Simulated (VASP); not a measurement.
# InAs (F-43m) in VASP: notebook

The runs below take InAs through single point, with PBEsol.

All numbers are computed with VASP 6.6.1; they aren't measurements. Logs are shortened: lines on timing, memory, paths and dates and some standing lists are left out, and cuts for length are marked.

### 1 The cell of the first run

It takes space group F-43m (No. 216, cubic). Conventional cell: a = 5.664 Å, b = 5.664 Å, c = 5.664 Å, α = 90.00°, β = 90.00°, γ = 90.00°. In (site symmetry -43m) has 4 As at 2.45 Å within 3.2 Å. As (site symmetry -43m) has 4 In at 2.45 Å within 3.2 Å.

### 2 Single point, PBEsol

Input file INCAR:

```
PREC     = Accurate       # precision mode
ENCUT    = 520            # plane-wave cutoff, eV
EDIFF    = 1E-7           # SCF threshold, eV
ISMEAR   = -1             # smearing method
SIGMA    = 0.05           # smearing width, eV
LREAL    = False          # projectors in reciprocal space
LASPH    = True           # aspherical terms in the spheres
NELM     = 100            # most SCF steps
ALGO     = Normal         # electronic algorithm
ISIF     = 2              # what is computed and relaxed
LWAVE    = False          # write WAVECAR
LCHARG   = False          # write CHGCAR
GGA      = PS             # functional
NBANDS   = 16             # bands
```

Input file KPOINTS:

```
regular mesh
0
Gamma
  8 8 8
```

Input file POSCAR:

```
InAs
1.0
    0.0000000000      2.8317800174      2.8317800174
    2.8317800174      0.0000000000      2.8317800174
    2.8317800174      2.8317800174      0.0000000000
In As
1 1
Direct
    0.0000000000      0.0000000000      0.0000000000
    0.7500000000      0.7500000000      0.7500000000
```

Potentials or basis: VASP PAW PBE potentials, release 64 (In_d, As).

Launch:

```bash
$ cat potpaw_PBE.64/In_d/POTCAR potpaw_PBE.64/As/POTCAR > POTCAR
$ mpirun -np 1 vasp_std > vasp.out
```

OUTCAR:

```text
PREC = Accurate
   ENCUT = 520
   EDIFF = 1E-7
   ISMEAR = -1
   LREAL = False
   LASPH = True
   NELM = 100
   ISIF = 2
   GGA = PS

 ion  position               nearest neighbor table
   1  0.000  0.000  0.000-   2 2.45   2 2.45   2 2.45   2 2.45
   2  0.750  0.750  0.750-   1 2.45   1 2.45   1 2.45   1 2.45

  LATTYP: Found a face centered cubic cell.
 ALAT       =     5.6635600348

  Lattice vectors:

 A1 = (   0.0000000000,   2.8317800174,   2.8317800174)
 A2 = (   2.8317800174,   0.0000000000,   2.8317800174)
 A3 = (   2.8317800174,   2.8317800174,   0.0000000000)

Analysis of symmetry for initial positions (statically):
=====================================================================
 Subroutine PRICEL returns:
 Original cell was already a primitive cell.

 Routine SETGRP: Setting up the symmetry group for a
 face centered cubic supercell.

 Subroutine GETGRP returns: Found 24 space group operations
 (whereof 24 operations were pure point group operations)
 out of a pool of 48 trial point group operations.

The static configuration has the point symmetry T_d .

Analysis of symmetry for dynamics (positions and initial velocities):
=====================================================================
 Subroutine PRICEL returns:
 Original cell was already a primitive cell.

 Routine SETGRP: Setting up the symmetry group for a
 face centered cubic supercell.

 Subroutine GETGRP returns: Found 24 space group operations
 (whereof 24 operations were pure point group operations)
 out of a pool of 48 trial point group operations.

The dynamic configuration has the point symmetry T_d .

 Subroutine INISYM returns: Found 24 space group operations
 (whereof 24 operations are pure point group operations),
 and found     1 'primitive' translations

----------------------------------------------------------------------------------------

                                     Primitive cell

  volume of cell :      45.4160

  direct lattice vectors                    reciprocal lattice vectors
     0.000000000  2.831780017  2.831780017    -0.176567388  0.176567388  0.176567388
     2.831780017  0.000000000  2.831780017     0.176567388 -0.176567388  0.176567388
     2.831780017  2.831780017  0.000000000     0.176567388  0.176567388 -0.176567388

  length of vectors
     4.004741706  4.004741706  4.004741706     0.305823686  0.305823686  0.305823686

  position of ions in fractional coordinates (direct lattice)
     0.000000000  0.000000000  0.000000000
     0.750000000  0.750000000  0.750000000

  ion indices of the primitive-cell ions
   primitive index   ion index
                 1           1
                 2           2

----------------------------------------------------------------------------------------

 KPOINTS: regular mesh

Automatic generation of k-mesh.
 Grid dimensions read from file:
 generate k-points for:    8    8    8

 Generating k-lattice:

  Cartesian coordinates                     Fractional coordinates (reciprocal lattice)
    -0.022070923  0.022070923  0.022070923     0.125000000  0.000000000  0.000000000
     0.022070923 -0.022070923  0.022070923     0.000000000  0.125000000  0.000000000
     0.022070923  0.022070923 -0.022070923     0.000000000  0.000000000  0.125000000

  Length of vectors
     0.038227961  0.038227961  0.038227961

  Shift w.r.t. Gamma in fractional coordinates (k-lattice)
     0.000000000  0.000000000  0.000000000

 Subroutine IBZKPT returns following result:
 ===========================================

 Found     29 irreducible k-points:

 Following reciprocal coordinates:
            Coordinates               Weight
  0.000000  0.000000  0.000000      1.000000
  0.125000  0.000000  0.000000      8.000000
  0.250000  0.000000  0.000000      8.000000
  0.375000  0.000000  0.000000      8.000000
  0.500000  0.000000  0.000000      4.000000
  0.125000  0.125000  0.000000      6.000000
[... 16 lines left out ...]
  0.500000  0.250000  0.125000     48.000000
 -0.375000  0.250000  0.125000     24.000000
 [... further k-points ...]
   k-points           NKPTS =     29   k-points in BZ     NKDIM =     29   number of bands    NBANDS=     16
   number of dos      NEDOS =    301   number of ions     NIONS =      2
   total plane-waves  NPLWV =  27000
   dimension x,y,z NGX =    30 NGY =   30 NGZ =   30
   dimension x,y,z NGXF=    60 NGYF=   60 NGZF=   60
   ions per type =               1   1
   NGX,Y,Z   is equivalent  to a cutoff of  12.45, 12.45, 12.45 a.u.
   NGXF,Y,Z  is equivalent  to a cutoff of  24.91, 24.91, 24.91 a.u.
 SYSTEM =  unknown system
   PREC   = accura    normal or accurate (medium, high low for compatibility)
   ISTART =      0    job   : 0-new  1-cont  2-samecut
   ICHARG =      2    charge: 1-file 2-atom 10-const
   ISPIN  =      1    spin polarized calculation?
   LNONCOLLINEAR =      F non collinear calculations
   LSORBIT =      F    spin-orbit coupling
   LASPH  =      T    aspherical Exc in radial PAW
   ENCUT  =  520.0 eV  38.22 Ry    6.18 a.u.   7.45  7.45  7.45*2*pi/ulx,y,z
   NELM   =    100;   NELMIN=  2; NELMDL= -5     # of ELM steps
   EDIFF  = 0.1E-06   stopping-criterion for ELM
   LREAL  =      F    real-space projection
   EDIFFG = 0.1E-05   stopping-criterion for IOM
   NSW    =      0    number of steps for IOM
   IBRION =     -1    ionic relax: 0-MD 1-quasi-New 2-CG
   NFREE  =      0    steps in history (QN), initial steepest desc. (CG)
   ISIF   =      2    stress and relaxation
   ISYM   =      2    0-nonsym 1-usesym 2-fastsym
   POTIM  = 0.5000    time-step for ionic-motion
   TEBEG  =    0.0;   TEEND  =   0.0 temperature during run
   PSTRESS=    0.0 pullay stress
   NELECT =      18.0000    total number of electrons
   NUPDOWN=      -1.0000    fix difference up-down
   EMIN   =  10.00;   EMAX   =-10.00  energy-range for DOS
   EFERMI =   0.00;   METHOD = LEGACY
   ISMEAR =    -1;   SIGMA  =   0.05  broadening in eV -4-tet -1-fermi 0-gaus
   EFERMI_NEDOS =   21; number of points for ismear=-14 and -15
   IALGO  =     38    algorithm
   IMIX   =      4    mixing-type and parameters
     AMIX     =   0.40;   BMIX     =  1.00
     AMIX_MAG =   1.60;   BMIX_MAG =  1.00
  volume/ion in A,a.u.               =      22.71       153.24
  Fermi-wavevector in a.u.,A,eV,Ry     =   1.202531  2.272453 19.675112  1.446080
  Thomas-Fermi vector in A             =   2.338309
   LORBIT       =      0    0 simple, 1 ext, 2 COOP (PROOUT), +10 PAW based schemes
   GGA     = PS    functional components
   LHFCALC =     F    Hartree Fock is set to
   AEXX    =    0.0000 exact exchange contribution
   IVDW    =     0    specifies the selected vdW correction
   LEPSILON=     F    determine dielectric tensor
   LRPA    =     F    only Hartree local field effects (RPA)
 non-spin polarized calculation
  energy-cutoff  :      520.00
  volume of cell :       45.42
 maximum number of plane-waves:      1243
 NGX is ok and might be reduce to    30
   NGX = 15   NGY = 15   NGZ = 15

 number of electron      17.9999991 magnetization

 Free energy of the ion-electron system (eV)
  ---------------------------------------------------
  ext. energy  EPLUGINS =         0.00000000
  ---------------------------------------------------
  free energy    TOTEN  =        -7.91574911 eV

  energy without entropy =       -7.91574424  energy(sigma->0) =       -7.91574667

 E-fermi :   7.0042     XC(G=0): -10.1694

 val. band max:        6.6238332554   @ k =   0.0000   0.0000   0.0000
 cond. band min:       7.3283286539   @ k =   0.0000   0.0000   0.0000
 fundamental gap:      0.7044953985
 Fermi energy:         7.0041712064

 k-point     1 :       0.0000    0.0000    0.0000
  band No.  band energies     occupation
      1      -8.3028      2.00000
      2      -8.3028      2.00000
      3      -8.3028      2.00000
      4      -8.0668      2.00000
      5      -8.0668      2.00000
      6      -6.7599      2.00000
[... 8 lines left out ...]
     15      16.8014      0.00000
     16      16.8014      0.00000

 k-point     2 :       0.1250    0.0000    0.0000
  band No.  band energies     occupation
      1      -8.3559      2.00000
      2      -8.2913      2.00000
      3      -8.2913      2.00000
      4      -8.0674      2.00000
      5      -8.0674      2.00000
      6      -6.5226      2.00000
[... 8 lines left out ...]
     15      15.6049      0.00000
     16      15.6049      0.00000

 k-point     3 :       0.2500    0.0000    0.0000
  band No.  band energies     occupation
      1      -8.4587      2.00000
      2      -8.2667      2.00000
      3      -8.2667      2.00000
      4      -8.0653      2.00000
      5      -8.0653      2.00000
      6      -5.8860      2.00000
[... 8 lines left out ...]
     15      15.3666      0.00000
     16      15.3666      0.00000

 k-point     4 :       0.3750    0.0000    0.0000
  band No.  band energies     occupation
      1      -8.5414      2.00000
      2      -8.2481      2.00000
      3      -8.2481      2.00000
      4      -8.0567      2.00000
      5      -8.0567      2.00000
      6      -5.0410      2.00000
[... 8 lines left out ...]
     15      16.5612      0.00000
     16      16.5612      0.00000

 k-point     5 :       0.5000    0.0000    0.0000
  band No.  band energies     occupation
      1      -8.5721      2.00000
      2      -8.2425      2.00000
      3      -8.2425      2.00000
      4      -8.0509      2.00000
      5      -8.0509      2.00000
      6      -4.5414      2.00000
[... 8 lines left out ...]
     15      18.0124      0.00000
     16      18.0124      0.00000

 k-point     6 :       0.1250    0.1250    0.0000
  band No.  band energies     occupation
      1      -8.3814      2.00000
      2      -8.2803      2.00000
      3      -8.2803      2.00000
      4      -8.0774      2.00000
      5      -8.0605      2.00000
      6      -6.4473      2.00000
[... 8 lines left out ...]
     15      16.1204      0.00000
     16      16.9602      0.00000
[... 267 lines left out ...]
 k-point    21 :       0.5000    0.5000    0.0000
  band No.  band energies     occupation
      1      -8.6573      2.00000
      2      -8.1583      2.00000
      3      -8.1399      2.00000
      4      -8.1399      2.00000
      5      -8.0233      2.00000
      6      -3.7710      2.00000
[... 8 lines left out ...]
     15      18.4429      0.00000
     16      19.6192      0.00000

 k-point    22 :       0.3750    0.2500    0.1250
  band No.  band energies     occupation
      1      -8.5253      2.00000
      2      -8.2367      2.00000
      3      -8.2277      2.00000
      4      -8.0951      2.00000
      5      -8.0490      2.00000
      6      -5.3770      2.00000
[... 8 lines left out ...]
     15      17.4256      0.00000
     16      18.2717      0.00000

 k-point    23 :       0.5000    0.2500    0.1250
  band No.  band energies     occupation
      1      -8.5741      2.00000
      2      -8.2267      2.00000
      3      -8.2063      2.00000
      4      -8.0897      2.00000
      5      -8.0495      2.00000
      6      -4.6069      2.00000
[... 8 lines left out ...]
     15      17.6587      0.00000
     16      18.3649      0.00000

 k-point    24 :      -0.3750    0.2500    0.1250
  band No.  band energies     occupation
      1      -8.5921      2.00000
      2      -8.2253      2.00000
      3      -8.1987      2.00000
      4      -8.0803      2.00000
      5      -8.0537      2.00000
      6      -4.1601      2.00000
[... 8 lines left out ...]
     15      17.3742      0.00000
     16      18.5795      0.00000

 [... further k-points ...]
[... 5 lines left out ...]
  --------------------------------------------------------------------------------------
  -------------------------------------------------------------------------------------
  Total        5.7326863      5.7326863      5.7326863      0.0000000      0.0000000     -0.0000000
  in kB      202.2368178    202.2368178    202.2368178      0.0000000      0.0000000     -0.0000000
  external PRESSURE =     202.2368178 kB  Pullay stress =       0.0000000 kB

 VOLUME and BASIS-vectors are now :
 -----------------------------------------------------------------------------
  energy-cutoff  :      520.00
  volume of cell :       45.42
      direct lattice vectors                 reciprocal lattice vectors
     0.000000000  2.831780017  2.831780017    -0.176567388  0.176567388  0.176567388
     2.831780017  0.000000000  2.831780017     0.176567388 -0.176567388  0.176567388
     2.831780017  2.831780017  0.000000000     0.176567388  0.176567388 -0.176567388

 POSITION                                       TOTAL-FORCE (eV/Angst)
 -----------------------------------------------------------------------------------
      0.00000      0.00000      0.00000         0.000000      0.000000      0.000000
      4.24767      4.24767      4.24767        -0.000000     -0.000000     -0.000000
 -----------------------------------------------------------------------------------
    total drift:                                0.000000      0.000000      0.000000

  FREE ENERGIE OF THE ION-ELECTRON SYSTEM (eV)
  ---------------------------------------------------
  free  energy   TOTEN  =        -7.9157491066 eV

  energy  without entropy=       -7.9157442379  energy(sigma->0) =       -7.91574667
```

Wall time 23 s (1 thread of Intel Xeon 6975P-C, shared host); peak memory 0.18 GiB.

What came out:

| Quantity | Value |
| --- | --- |
| Free energy | -7.9157 eV |
| Pressure | 20.2 GPa |
| Band gap on the k mesh | 0.70 eV, direct |

Levels at points of the mesh, in eV from the valence-band top:
| k point | band 7 | band 8 | band 9 | band 10 | band 11 | band 12 |
| --- | --- | --- | --- | --- | --- | --- |
| (0.00, 0.00, 0.00) | 0.00 | 0.00 | 0.00 | 0.70 | 3.87 | 3.87 |
| (0.50, 0.00, 0.00) | -7.01 | -1.34 | -1.34 | 1.30 | 4.66 | 4.66 |
| (0.50, 0.50, 0.00) | -6.87 | -3.12 | -3.12 | 1.04 | 1.89 | 10.47 |

Caveat: the PAW data sets were made with another functional, which shifts forces and pressure a little; spin-orbit coupling is left out, which moves the levels of the heavy elements.

(Continued in part 2 of 2.)
